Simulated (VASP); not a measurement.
# BeTe (F-43m) in VASP: vibrations by perturbation theory with LDA

Aim: the vibrations by perturbation theory of BeTe with LDA.

Everything below comes from runs of VASP 6.6.1. Logs are shortened: lines on timing, memory, paths and dates and some standing lists are left out, and cuts for length are marked.

### 1 The cell of the first run

It takes space group F-43m (No. 216, cubic). The conventional cell has a = 5.408 Å, b = 5.408 Å, c = 5.408 Å, α = 90.00°, β = 90.00°, γ = 90.00°. Within 3.1 Å of Be (site symmetry -43m) lie 4 Te at 2.34 Å. Within 3.1 Å of Te (site symmetry -43m) lie 4 Be at 2.34 Å.

### 2 Vibrations by perturbation theory, LDA

The input, INCAR:

```
SYSTEM = BeTe
PREC = Accurate
ENCUT = 520
EDIFF = 1E-8
ISMEAR = 0
SIGMA = 0.01
LREAL = .FALSE.
LASPH = .TRUE.
NELM = 100
ALGO = Normal
ISIF = 2
LWAVE = .FALSE.
LCHARG = .FALSE.
GGA = CA
IBRION = 8
NSW = 1
LEPSILON = .TRUE.
```

The input, KPOINTS:

```
Automatic mesh
0
G
  10 10 10
  0 0 0
```

The input, POSCAR:

```
BeTe
1.0
    0.0000000000      2.7040658515      2.7040658515
    2.7040658515      0.0000000000      2.7040658515
    2.7040658515      2.7040658515      0.0000000000
Be Te
1 1
Direct
    0.0000000000      0.0000000000      0.0000000000
    0.7500000000      0.7500000000      0.7500000000
```

Potentials or basis: VASP PAW LDA potentials, release 64 (Be, Te).

Started as:

```bash
$ cat potpaw_LDA.64/Be/POTCAR potpaw_LDA.64/Te/POTCAR > POTCAR
$ mpirun -np 1 vasp_std > vasp.out
```

OUTCAR:

```text
SYSTEM = BeTe
   PREC = Accurate
   ENCUT = 520
   EDIFF = 1E-8
   ISMEAR = 0
   LREAL = .FALSE.
   LASPH = .TRUE.
   NELM = 100
   ISIF = 2
   GGA = CA
   IBRION = 8
   NSW = 1
   LEPSILON = .TRUE.

 ion  position               nearest neighbor table
   1  0.000  0.000  0.000-   2 2.34   2 2.34   2 2.34   2 2.34
   2  0.750  0.750  0.750-   1 2.34   1 2.34   1 2.34   1 2.34

  LATTYP: Found a face centered cubic cell.
 ALAT       =     5.4081317030

  Lattice vectors:

 A1 = (   0.0000000000,   2.7040658515,   2.7040658515)
 A2 = (   2.7040658515,   0.0000000000,   2.7040658515)
 A3 = (   2.7040658515,   2.7040658515,   0.0000000000)

Analysis of symmetry for initial positions (statically):
=====================================================================
 Subroutine PRICEL returns:
 Original cell was already a primitive cell.

 Routine SETGRP: Setting up the symmetry group for a
 face centered cubic supercell.

 Subroutine GETGRP returns: Found 24 space group operations
 (whereof 24 operations were pure point group operations)
 out of a pool of 48 trial point group operations.

The static configuration has the point symmetry T_d .

Analysis of symmetry for dynamics (positions and initial velocities):
=====================================================================
 Subroutine PRICEL returns:
 Original cell was already a primitive cell.

 Routine SETGRP: Setting up the symmetry group for a
 face centered cubic supercell.

 Subroutine GETGRP returns: Found 24 space group operations
 (whereof 24 operations were pure point group operations)
 out of a pool of 48 trial point group operations.

The dynamic configuration has the point symmetry T_d .

 Subroutine INISYM returns: Found 24 space group operations
 (whereof 24 operations are pure point group operations),
 and found     1 'primitive' translations

----------------------------------------------------------------------------------------

                                     Primitive cell

  volume of cell :      39.5441

  direct lattice vectors                    reciprocal lattice vectors
     0.000000000  2.704065851  2.704065851    -0.184906740  0.184906740  0.184906740
     2.704065851  0.000000000  2.704065851     0.184906740 -0.184906740  0.184906740
     2.704065851  2.704065851  0.000000000     0.184906740  0.184906740 -0.184906740

  length of vectors
     3.824126601  3.824126601  3.824126601     0.320267867  0.320267867  0.320267867

  position of ions in fractional coordinates (direct lattice)
     0.000000000  0.000000000  0.000000000
     0.750000000  0.750000000  0.750000000

  ion indices of the primitive-cell ions
   primitive index   ion index
                 1           1
                 2           2

----------------------------------------------------------------------------------------

 KPOINTS: Automatic mesh

Automatic generation of k-mesh.
 Grid dimensions read from file:
 generate k-points for:   10   10   10

 Generating k-lattice:

  Cartesian coordinates                     Fractional coordinates (reciprocal lattice)
    -0.018490674  0.018490674  0.018490674     0.100000000  0.000000000  0.000000000
     0.018490674 -0.018490674  0.018490674     0.000000000  0.100000000  0.000000000
     0.018490674  0.018490674 -0.018490674     0.000000000  0.000000000  0.100000000

  Length of vectors
     0.032026787  0.032026787  0.032026787

  Shift w.r.t. Gamma in fractional coordinates (k-lattice)
     0.000000000  0.000000000  0.000000000

 Subroutine IBZKPT returns following result:
 ===========================================

 Found     47 irreducible k-points:
[... 371 lines left out ...]
  energy-cutoff  :      520.00
  volume of cell :       39.54
      direct lattice vectors                 reciprocal lattice vectors
     0.000000000  2.704065851  2.704065851    -0.184906740  0.184906740  0.184906740
     2.704065851  0.000000000  2.704065851     0.184906740 -0.184906740  0.184906740
     2.704065851  2.704065851  0.000000000     0.184906740  0.184906740 -0.184906740

 POSITION                                       TOTAL-FORCE (eV/Angst)
 -----------------------------------------------------------------------------------
      0.00000      0.00000      0.00000         0.000000      0.000000      0.000000
      4.05610      4.05610      4.05610        -0.000000     -0.000000     -0.000000
 -----------------------------------------------------------------------------------
    total drift:                               -0.000000     -0.000000     -0.000000

  FREE ENERGIE OF THE ION-ELECTRON SYSTEM (eV)
  ---------------------------------------------------
  free  energy   TOTEN  =        -8.6628281727 eV

  energy  without entropy=       -8.6628281727  energy(sigma->0) =       -8.66282817

 HEAD OF MICROSCOPIC STATIC DIELECTRIC TENSOR (INDEPENDENT PARTICLE, excluding Hartree and local field effects)
 ------------------------------------------------------
           8.295884     0.000000    -0.000000
           0.000000     8.295884    -0.000000
          -0.000000    -0.000000     8.295884
 ------------------------------------------------------

 Free energy of the ion-electron system (eV)
  ---------------------------------------------------
  ---------------------------------------------------
  free energy    TOTEN  =        -0.79276006 eV

  energy without entropy =       -0.79276006

------------------------ aborting loop because EDIFF is reached ----------------------------------------

--------------------------------------- Ionic step        2  -------------------------------------------

------------------------ aborting loop because EDIFF is reached ----------------------------------------

--------------------------------------- Ionic step        3  -------------------------------------------

------------------------ aborting loop because EDIFF is reached ----------------------------------------

 PIEZOELECTRIC TENSOR FIELD DIRECTION 3  (e Angst)
 -----------------------------------------------------------------------------
    -0.00079  0.98325  0.00000           (  0.00000 -0.08072  0.00000)
     0.98325 -0.00079  0.00000           ( -0.08072  0.00000  0.00000)
     0.00000  0.00000 -0.00038           (  0.00000  0.00000  0.00000)

 PIEZOELECTRIC TENSOR FIELD DIRECTION 3  (C/m^2)
 -----------------------------------------------------------------------------
    -0.00032  0.39837  0.00000
     0.39837 -0.00032  0.00000
     0.00000  0.00000 -0.00015

--------------------------------------- Ionic step        4  -------------------------------------------

------------------------ aborting loop because EDIFF is reached ----------------------------------------

[... ionic steps 5 to 6 ...]

--------------------------------------- Ionic step        7  -------------------------------------------

 Free energy of the ion-electron system (eV)
  ---------------------------------------------------
  ---------------------------------------------------
  free energy    TOTEN  =        -0.04484845 eV

  energy without entropy =       -0.04484845

------------------------ aborting loop because EDIFF is reached ----------------------------------------

 INTERNAL STRAIN TENSOR  FOR ION    2  DIRECTION 1   (eV/Angst):
 -----------------------------------------------------------------------------
    -0.00911  0.00000  0.00000
     0.00000  0.00779  7.50746
     0.00000  7.50746  0.00779

 MACROSCOPIC STATIC DIELECTRIC TENSOR (including local field effects in DFT)
 ------------------------------------------------------
           7.738753    -0.000000     0.000000
           0.000000     7.738753    -0.000000
           0.000000     0.000000     7.738753
 ------------------------------------------------------

 PIEZOELECTRIC TENSOR (including local field effects)  for field in x, y, z        (e  Angst)
          XX          YY          ZZ          XY          YZ          ZX
  --------------------------------------------------------------------------------
  x     0.00000     0.00000     0.00000     0.00000     0.98603     0.00000
  y     0.00000    -0.00000    -0.00000     0.00000     0.00000     0.98603
  z     0.00000     0.00000    -0.00000     0.98603     0.00000     0.00000

 PIEZOELECTRIC TENSOR (including local field effects)  for field in x, y, z        (C/m^2)
          XX          YY          ZZ          XY          YZ          ZX
  --------------------------------------------------------------------------------
  x     0.00000     0.00000     0.00000     0.00000     0.39950     0.00000
  y     0.00000    -0.00000    -0.00000     0.00000     0.00000     0.39950
  z     0.00000     0.00000    -0.00000     0.39950     0.00000     0.00000

 BORN EFFECTIVE CHARGES (including local field effects) (in |e|, cummulative output)
 ---------------------------------------------------------------------------------
 ion    1
    1     1.05012     0.00000     0.00000
    2     0.00000     1.05012    -0.00000
    3     0.00000    -0.00000     1.05012
 ion    2
    1    -1.05012     0.00000    -0.00000
    2     0.00000    -1.05012     0.00000
    3    -0.00000     0.00000    -1.05012

 INTERNAL STRAIN TENSOR FOR ION    2 for displacements in x,y,z  (eV/Angst):
          X           Y           Z          XY          YZ          ZX
  --------------------------------------------------------------------------------
  x    -0.00000     0.00000     0.00000     0.00000     7.50746     0.00000
  y     0.00000     0.00000     0.00000     0.00000     0.00000     7.50746
  z     0.00000     0.00000    -0.00000     7.50746     0.00000     0.00000

 SECOND DERIVATIVES (NOT SYMMETRIZED)
 ------------------------------------
               1X          1Y          1Z          2X          2Y          2Z
  1X    -8.957016    0.000000    0.000000    8.957016    0.000000    0.000000
  1Y     0.000000   -8.957016    0.000000    0.000000    8.957016    0.000000
  1Z     0.000000    0.000000   -8.957016    0.000000    0.000000    8.957016
  2X     8.956280    0.000000    0.000000   -8.956280    0.000000    0.000000
  2Y     0.000000    8.956280    0.000000    0.000000   -8.956280    0.000000
  2Z     0.000000    0.000000    8.956280    0.000000    0.000000   -8.956280

 Eigenvectors and eigenvalues of the dynamical matrix
 ----------------------------------------------------

   1 f  =   16.125650 THz   101.320445 2PiTHz  537.893774 cm-1    66.690298 meV
             X         Y         Z           dx          dy          dz
      0.000000  0.000000  0.000000     0.000000   -0.966452    0.000000
      4.056099  4.056099  4.056099     0.000000    0.256846    0.000000
[... 21 lines left out ...]
   6 f/i=    0.000165 THz     0.001034 2PiTHz    0.005491 cm-1     0.000681 meV
             X         Y         Z           dx          dy          dz
      0.000000  0.000000  0.000000     0.004115   -0.052674    0.251353
      4.056099  4.056099  4.056099     0.015482   -0.198199    0.945784

--------------------------------------------------------------------------------------------------------

 MACROSCOPIC STATIC DIELECTRIC TENSOR IONIC CONTRIBUTION
 ------------------------------------------------------
           0.563401    -0.000000    -0.000000
          -0.000000     0.563401    -0.000000
          -0.000000    -0.000000     0.563401
 ------------------------------------------------------

 ELASTIC MODULI CONTR FROM IONIC RELAXATION (kBar)
 Direction    XX          YY          ZZ          XY          YZ          ZX
 --------------------------------------------------------------------------------
 XX          -0.0000      0.0000      0.0000     -0.0000      0.0000      0.0000
 YY           0.0000     -0.0000      0.0000     -0.0000     -0.0000     -0.0000
 ZZ           0.0000      0.0000     -0.0000      0.0000     -0.0000      0.0000
 XY          -0.0000     -0.0000      0.0000   -264.2823      0.0000      0.0000
 YZ           0.0000     -0.0000     -0.0000      0.0000   -264.2823      0.0000
 ZX           0.0000     -0.0000      0.0000      0.0000      0.0000   -264.2823
 --------------------------------------------------------------------------------

 PIEZOELECTRIC TENSOR IONIC CONTR  for field in x, y, z        (C/m^2)
          XX          YY          ZZ          XY          YZ          ZX
  --------------------------------------------------------------------------------
  x     0.00000    -0.00000    -0.00000     0.00000    -0.36309     0.00000
  y     0.00000    -0.00000     0.00000     0.00000     0.00000    -0.36309
  z    -0.00000    -0.00000     0.00000    -0.36309     0.00000     0.00000
```

Wall time 4.6 min (1 thread of AMD EPYC 9R45 (Zen 5), shared host); peak memory 0.25 GiB.

What came out:

* Electronic dielectric tensor (diagonal): 7.74
* Born charges (mean of the diagonal): Be +1.05; Te -1.05 e
* Highest phonon frequency at Γ, LO-TO splitting left out: 538 cm⁻¹

Phonon frequencies in cm⁻¹ (negative: imaginary):
```tsv
q point	frequencies
(0.000, 0.000, 0.000)	0 0 0 538 538 538
```

Electronic dielectric tensor:
```
7.74 0.00 0.00
0.00 7.74 0.00
0.00 0.00 7.74
```

Born effective charge tensors (e):
atom 1, Be
```
1.05 0.00 0.00
0.00 1.05 0.00
0.00 0.00 1.05
```
atom 2, Te
```
-1.05  0.00  0.00
 0.00 -1.05  0.00
 0.00  0.00 -1.05
```

Caveat: the cell wasn't relaxed at this level first, which shifts response properties; spin-orbit coupling is left out, which moves the levels of the heavy elements.
